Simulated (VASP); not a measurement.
**TiN: single point with PBE**

TiN:

```
CELL_PARAMETERS angstrom
0.00000 2.12200 2.12200
2.12200 0.00000 2.12200
2.12200 2.12200 0.00000
ATOMIC_POSITIONS crystal
Ti 0.00000 0.00000 0.00000
N 0.50000 0.50000 0.50000
```

| Item | Value |
| --- | --- |
| Program | VASP 6.6.1 |
| Task | single point |
| Functional | PBE |
| Potentials or basis | VASP PAW PBE potentials, release 64 (Ti_sv, N) |
| Cutoff | 520 eV |
| k mesh | 9 × 9 × 9 |
| Occupations | fermi-dirac, width 0.05 eV |
| Spin | no spin polarisation |
| Dipole correction | no |
| Further INCAR settings | ALGO = Normal; EDIFF = 1e-06; NBANDS = 16 |

```
Pressure : 1.0 GPa
```

Levels at points of the mesh, in eV from the Fermi level:
```tsv
k point	band 6	band 7	band 8	band 9	band 10	band 11	band 12	band 13
(0.00, 0.00, 0.00)	-1.98	-1.98	-1.98	-0.55	-0.55	-0.55	0.63	0.63
```

Run time: 6.7 s on 1 thread of Intel(R) Xeon(R) Platinum 8488C (Sapphire Rapids), with other jobs on the host, peak memory 0.13 GiB.
